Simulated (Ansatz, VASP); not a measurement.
## Si2Mo: VASP beside Ansatz

```xyz
3
Lattice="-1.5673 1.5673 3.8503 1.5673 -1.5673 3.8503 1.5673 1.5673 -3.8503" Properties=species:S:1:pos:R:3 pbc="T T T"
Si    0.0000    0.0000    2.5643
Si    0.0000    0.0000    5.1363
Mo    0.0000    0.0000    0.0000
```

Change from the starting cell: volume scaled by 0.94.

Alike in both runs: task single point; functional PBEsol; k mesh 16 × 16 × 16; occupations fermi-dirac, width 0.08 eV; no spin polarisation.

|  | VASP | Ansatz |
| --- | --- | --- |
| version | VASP 6.6.1 | Ansatz 0.2.0 |
| potentials or method | VASP PAW PBE potentials, release 64 (Si, Mo_sv), cutoff 520 eV | all-electron LAPW, scalar-relativistic |

Ansatz gave:

| Item | Value |
| --- | --- |
| pressure (GPa) | 12.2 |
| traceless stress, the component that is largest in VASP (GPa) | 0.50 |
| rms of the force components (eV/Å) | 0.108 |

Estimate VASP's values.

pressure (GPa): 12.7; traceless stress, the component that is largest in VASP (GPa): 0.52; rms of the force components (eV/Å): 0.106.

VASP's potentials were made for PBE, not for PBEsol. Atom by atom the forces differ by 0.002 eV/Å (rms over components). Ansatz ran all-electron here, and VASP with PAW potentials.
